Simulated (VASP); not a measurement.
# Pt in VASP: single point with PBEsol

Aim: the single point of Pt with PBEsol.

Everything below comes from runs of VASP 6.6.1. Logs are shortened: lines on timing, memory, paths and dates and some standing lists are left out, and cuts for length are marked.

## Step 1: The cell of the first run

The typed cell holds 1 atom: a = 2.692 Å, b = 2.692 Å, c = 3.108 Å, α = 54.73°, β = 54.73°, γ = 70.53°.

This isn't the form of Pt at room conditions, which is fcc.

## Step 2: Single point, PBEsol

INCAR reads:

```
  PREC = Accurate
  ENCUT = 520
  EDIFF = 1E-6
  ISMEAR = 0
  SIGMA = 0.15
  LREAL = False
  LASPH = True
  NELM = 60
  ALGO = Fast
  ISIF = 2
  LWAVE = False
  LCHARG = True
  GGA = PS
  LELF = True
  LVHAR = True
  NBANDS = 11
```

KPOINTS reads:

```
regular mesh
0
Gamma
  24 24 24
```

POSCAR reads:

```
Pt
1.0
    0.0000000000      2.1977790799      1.5538298095
    2.1977790799      0.0000000000      1.5538298095
    2.1977790799      2.1977790799      0.0000000000
Pt
1
Direct
    0.0000000000      0.0000000000      0.0000000000
```

Potentials or basis: VASP PAW PBE potentials, release 64 (Pt).

Command:

```console
$ cat potpaw_PBE.64/Pt/POTCAR > POTCAR
$ mpirun -np 1 vasp_std > vasp.out
```

OUTCAR:

```text
PREC = Accurate
   ENCUT = 520
   EDIFF = 1E-6
   ISMEAR = 0
   LREAL = False
   LASPH = True
   NELM = 60
   ISIF = 2
   GGA = PS

 ion  position               nearest neighbor table
   1  0.000  0.000  0.000-

  LATTYP: Found a body centered tetragonal cell.
 ALAT       =     3.1081289819
 C/A-ratio  =     0.9998489886

  Lattice vectors:

 A1 = (   0.0000000000,  -2.1977790799,  -1.5538298095)
 A2 = (   0.0000000000,   2.1977790799,  -1.5538298095)
 A3 = (   2.1977790799,   0.0000000000,   1.5538298095)

Analysis of symmetry for initial positions (statically):
=====================================================================
 Subroutine PRICEL returns:
 Original cell was already a primitive cell.

 Routine SETGRP: Setting up the symmetry group for a
 body centered tetragonal supercell.

 Subroutine GETGRP returns: Found 16 space group operations
 (whereof 16 operations were pure point group operations)
 out of a pool of 16 trial point group operations.

The static configuration has the point symmetry D_4h.

Analysis of symmetry for dynamics (positions and initial velocities):
=====================================================================
 Subroutine PRICEL returns:
 Original cell was already a primitive cell.

 Routine SETGRP: Setting up the symmetry group for a
 body centered tetragonal supercell.

 Subroutine GETGRP returns: Found 16 space group operations
 (whereof 16 operations were pure point group operations)
 out of a pool of 16 trial point group operations.

The dynamic configuration has the point symmetry D_4h.

 Subroutine INISYM returns: Found 16 space group operations
 (whereof 16 operations are pure point group operations),
 and found     1 'primitive' translations

----------------------------------------------------------------------------------------

                                     Primitive cell

  volume of cell :      15.0107

  direct lattice vectors                    reciprocal lattice vectors
     0.000000000  2.197779080  1.553829810    -0.227502393  0.227502393  0.321785563
     2.197779080  0.000000000  1.553829810     0.227502393 -0.227502393  0.321785563
     2.197779080  2.197779080  0.000000000     0.227502393  0.227502393 -0.321785563

  length of vectors
     2.691583170  2.691583170  3.108128982     0.455039148  0.455039148  0.455039148

  position of ions in fractional coordinates (direct lattice)
     0.000000000  0.000000000  0.000000000

  ion indices of the primitive-cell ions
   primitive index   ion index
                 1           1

----------------------------------------------------------------------------------------

 KPOINTS: regular mesh

Automatic generation of k-mesh.
 Grid dimensions read from file:
 generate k-points for:   24   24   24

 Generating k-lattice:

  Cartesian coordinates                     Fractional coordinates (reciprocal lattice)
    -0.009479266  0.009479266  0.013407732     0.041666667  0.000000000  0.000000000
     0.009479266 -0.009479266  0.013407732     0.000000000  0.041666667  0.000000000
     0.009479266  0.009479266 -0.013407732    -0.000000000 -0.000000000  0.041666667

  Length of vectors
     0.018959964  0.018959964  0.018959964

  Shift w.r.t. Gamma in fractional coordinates (k-lattice)
     0.000000000  0.000000000  0.000000000

 Subroutine IBZKPT returns following result:
 ===========================================

 Found   1063 irreducible k-points:

 Following reciprocal coordinates:
            Coordinates               Weight
  0.000000  0.000000  0.000000      1.000000
  0.041667  0.000000  0.000000      8.000000
  0.083333  0.000000  0.000000      8.000000
  0.125000  0.000000  0.000000      8.000000
  0.166667  0.000000  0.000000      8.000000
  0.208333  0.000000  0.000000      8.000000
[... 16 lines left out ...]
  0.416667  0.041667  0.000000      8.000000
  0.458333  0.041667  0.000000      8.000000
 [... further k-points ...]
   k-points           NKPTS =   1063   k-points in BZ     NKDIM =   1063   number of bands    NBANDS=     11
   number of dos      NEDOS =    301   number of ions     NIONS =      1
   total plane-waves  NPLWV =   9600
   dimension x,y,z NGX =    20 NGY =   20 NGZ =   24
   dimension x,y,z NGXF=    40 NGYF=   40 NGZF=   48
   ions per type =               1
   NGX,Y,Z   is equivalent  to a cutoff of  12.35, 12.35, 12.84 a.u.
   NGXF,Y,Z  is equivalent  to a cutoff of  24.71, 24.71, 25.67 a.u.
 SYSTEM =  unknown system
   PREC   = accura    normal or accurate (medium, high low for compatibility)
   ISTART =      0    job   : 0-new  1-cont  2-samecut
   ICHARG =      2    charge: 1-file 2-atom 10-const
   ISPIN  =      1    spin polarized calculation?
   LNONCOLLINEAR =      F non collinear calculations
   LSORBIT =      F    spin-orbit coupling
   LASPH  =      T    aspherical Exc in radial PAW
   ENCUT  =  520.0 eV  38.22 Ry    6.18 a.u.   5.00  5.00  5.78*2*pi/ulx,y,z
   NELM   =     60;   NELMIN=  2; NELMDL= -5     # of ELM steps
   EDIFF  = 0.1E-05   stopping-criterion for ELM
   LREAL  =      F    real-space projection
   EDIFFG = 0.1E-04   stopping-criterion for IOM
   NSW    =      0    number of steps for IOM
   IBRION =     -1    ionic relax: 0-MD 1-quasi-New 2-CG
   NFREE  =      0    steps in history (QN), initial steepest desc. (CG)
   ISIF   =      2    stress and relaxation
   ISYM   =      2    0-nonsym 1-usesym 2-fastsym
   POTIM  = 0.5000    time-step for ionic-motion
   TEBEG  =    0.0;   TEEND  =   0.0 temperature during run
   PSTRESS=    0.0 pullay stress
   NELECT =      10.0000    total number of electrons
   NUPDOWN=      -1.0000    fix difference up-down
   EMIN   =  10.00;   EMAX   =-10.00  energy-range for DOS
   EFERMI =   0.00;   METHOD = LEGACY
   ISMEAR =     0;   SIGMA  =   0.15  broadening in eV -4-tet -1-fermi 0-gaus
   EFERMI_NEDOS =   21; number of points for ismear=-14 and -15
   IALGO  =     68    algorithm
   IMIX   =      4    mixing-type and parameters
     AMIX     =   0.40;   BMIX     =  1.00
     AMIX_MAG =   1.60;   BMIX_MAG =  1.00
  volume/ion in A,a.u.               =      15.01       101.30
  Fermi-wavevector in a.u.,A,eV,Ry     =   1.429797  2.701924 27.814648  2.044319
  Thomas-Fermi vector in A             =   2.549712
   LORBIT       =      0    0 simple, 1 ext, 2 COOP (PROOUT), +10 PAW based schemes
   GGA     = PS    functional components
   LHFCALC =     F    Hartree Fock is set to
   AEXX    =    0.0000 exact exchange contribution
   IVDW    =     0    specifies the selected vdW correction
   LEPSILON=     F    determine dielectric tensor
   LRPA    =     F    only Hartree local field effects (RPA)
 non-spin polarized calculation
 RMM-DIIS sequential band-by-band and
 Gauss-broadening in eV      SIGMA  =   0.15
  energy-cutoff  :      520.00
  volume of cell :       15.01
 maximum number of plane-waves:       420
   NGX =  9   NGY =  9   NGZ = 11

 number of electron      10.0000001 magnetization

 Free energy of the ion-electron system (eV)
  ---------------------------------------------------
  ext. energy  EPLUGINS =         0.00000000
  ---------------------------------------------------
  free energy    TOTEN  =        -6.85314450 eV

  energy without entropy =       -6.84094069  energy(sigma->0) =       -6.84704259

 E-fermi :  10.9673     XC(G=0): -13.6486

 val. band max:       10.9661814082   @ k =  -0.4167   0.2917   0.1667
 cond. band min:      10.9759218342   @ k =   0.3750   0.0833   0.0417
 fundamental gap:      0.0097404261
 Fermi energy:        10.9672835443

 k-point     1 :       0.0000    0.0000    0.0000
  band No.  band energies     occupation
      1       0.8497      2.00000
      2       7.1815      2.00000
      3       7.1829      2.00000
      4       7.1829      2.00000
      5       9.8906      2.00000
      6       9.8924      2.00000
      7      28.0182      0.00000
      8      28.0182      0.00000
      9      28.0212      0.00000
     10      38.6822      0.00000
     11      38.6846      0.00000

 k-point     2 :       0.0417    0.0000    0.0000
  band No.  band energies     occupation
      1       0.9245      2.00000
      2       7.1514      2.00000
      3       7.1827      2.00000
      4       7.2434      2.00000
      5       9.8500      2.00000
      6       9.8930      2.00000
      7      28.0605      0.00000
      8      28.0990      0.00000
      9      28.1305      0.00000
     10      37.3577      0.00000
     11      37.9124      0.00000

 k-point     3 :       0.0833    0.0000    0.0000
  band No.  band energies     occupation
      1       1.1452      2.00000
      2       7.0620      2.00000
      3       7.1794      2.00000
      4       7.4254      2.00000
      5       9.7389      2.00000
      6       9.8993      2.00000
      7      28.1579      0.00000
      8      28.2891      0.00000
      9      28.4629      0.00000
     10      35.9213      0.00000
     11      36.5778      0.00000

 k-point     4 :       0.1250    0.0000    0.0000
  band No.  band energies     occupation
      1       1.5006      2.00000
      2       6.9232      2.00000
      3       7.1664      2.00000
      4       7.7239      2.00000
      5       9.5979      2.00000
      6       9.9120      2.00000
      7      28.2271      0.00000
      8      28.4275      0.00000
      9      29.0023      0.00000
     10      34.7878      0.00000
     11      35.2046      0.00000

 k-point     5 :       0.1667    0.0000    0.0000
  band No.  band energies     occupation
      1       1.9677      2.00000
      2       6.7480      2.00000
      3       7.1431      2.00000
      4       8.1306      2.00000
      5       9.4762      2.00000
      6       9.9331      2.00000
      7      28.1236      0.00000
      8      28.2013      0.00000
      9      29.7286      0.00000
     10      34.1285      0.00000
     11      34.2051      0.00000
[... 211 lines left out ...]
 k-point    21 :       0.3333    0.0417    0.0000
  band No.  band energies     occupation
      1       3.8253      2.00000
      2       6.0405      2.00000
      3       7.8789      2.00000
      4       9.5076      2.00000
      5      10.2477      2.00000
      6      10.4826      2.00000
      7      22.4764      0.00000
      8      25.7751      0.00000
      9      30.0928      0.00000
     10      34.1190      0.00000
     11      35.0076      0.00000

 k-point    22 :       0.3750    0.0417    0.0000
  band No.  band energies     occupation
      1       3.9313      2.00000
      2       5.8954      2.00000
      3       8.4857      2.00000
      4       9.6852      2.00000
      5      10.4108      2.00000
      6      11.1035      0.19915
      7      20.7954      0.00000
      8      25.1715      0.00000
      9      28.8844      0.00000
     10      35.1392      0.00000
     11      35.1952      0.00000

 k-point    23 :       0.4167    0.0417    0.0000
  band No.  band energies     occupation
      1       3.9440      2.00000
      2       5.7867      2.00000
      3       9.0379      2.00000
      4       9.7836      2.00000
      5      10.8071      1.86905
      6      11.6295      0.00000
      7      19.2804      0.00000
      8      24.7161      0.00000
      9      27.9113      0.00000
     10      35.1737      0.00000
     11      36.0416      0.00000

 k-point    24 :       0.4583    0.0417    0.0000
  band No.  band energies     occupation
      1       3.9278      2.00000
      2       5.7195      2.00000
      3       9.4066      2.00000
      4       9.7578      2.00000
      5      11.3611      0.00021
      6      11.9882      0.00000
      7      18.1252      0.00000
      8      24.4343      0.00000
      9      27.2773      0.00000
     10      35.0560      0.00000
     11      36.6938      0.00000

 [... further k-points ...]

------------------------ aborting loop because EDIFF is reached ----------------------------------------

  FORCE on cell =-STRESS in cart. coord.  units (eV):
  Direction    XX          YY          ZZ          XY          YZ          ZX
  --------------------------------------------------------------------------------------
  -------------------------------------------------------------------------------------
  Total        0.3222175      0.3222175      0.3206425      0.0000000     -0.0000000      0.0000000
  in kB       34.3920607     34.3920607     34.2239565      0.0000000     -0.0000000      0.0000000
  external PRESSURE =      34.3360260 kB  Pullay stress =       0.0000000 kB

 VOLUME and BASIS-vectors are now :
 -----------------------------------------------------------------------------
  energy-cutoff  :      520.00
  volume of cell :       15.01
      direct lattice vectors                 reciprocal lattice vectors
     0.000000000  2.197779080  1.553829810    -0.227502393  0.227502393  0.321785563
     2.197779080  0.000000000  1.553829810     0.227502393 -0.227502393  0.321785563
     2.197779080  2.197779080  0.000000000     0.227502393  0.227502393 -0.321785563

 POSITION                                       TOTAL-FORCE (eV/Angst)
 -----------------------------------------------------------------------------------
      0.00000      0.00000      0.00000         0.000000      0.000000     -0.000000
 -----------------------------------------------------------------------------------
    total drift:                               -0.000000      0.000000      0.000000

  FREE ENERGIE OF THE ION-ELECTRON SYSTEM (eV)
  ---------------------------------------------------
  free  energy   TOTEN  =        -6.8531444965 eV

  energy  without entropy=       -6.8409406931  energy(sigma->0) =       -6.84704259
```

Run time: 60 s. Hardware: 1 thread of Intel Xeon 6975P-C (Granite Rapids), shared host; peak memory 0.28 GiB.

Results:

| Property | Result |
| --- | --- |
| Free energy | -6.8531 eV |
| Pressure | 3.4 GPa |
| Band gap on the k mesh | zero (bands 5 and 6 overlap by 2.36 eV) |

Caveat: the cell stands under pressure; the PAW data sets were made with another functional, which shifts forces and pressure a little; spin-orbit coupling is left out, which moves the levels of the heavy elements.
